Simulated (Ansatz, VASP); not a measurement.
Two plane-wave programs on Ca

```xyz
1
Lattice="0.0000 2.7627 2.7627 2.7627 0.0000 2.7627 2.7627 2.7627 0.0000" Properties=species:S:1:pos:R:3 pbc="T T T"
Ca    0.0000    0.0000    0.0000
```

Alike in both runs: functional PBE; k mesh 12 × 12 × 12; occupations fermi-dirac, width 0.08 eV; no spin polarisation.

Ansatz relaxed the structure, and its values are those at the end. VASP's run is a single point on that final structure, the one shown.

|  | VASP | Ansatz |
| --- | --- | --- |
| version | VASP 6.6.1 | Ansatz 0.2.0 |
| potentials or method | VASP PAW PBE potentials, release 64 (Ca_sv) | PAW with Ansatz's default frozen-core files, scalar-relativistic |
| plane-wave cutoff (eV) | 520 | 420 |
| valence electrons in the cell | 10 | 10 |

```tsv
	VASP	Ansatz	Ansatz less VASP
pressure (GPa)	0.0	0.0	0.00
```

The functional is the same, so the differences come from potentials, cutoffs and numerics.
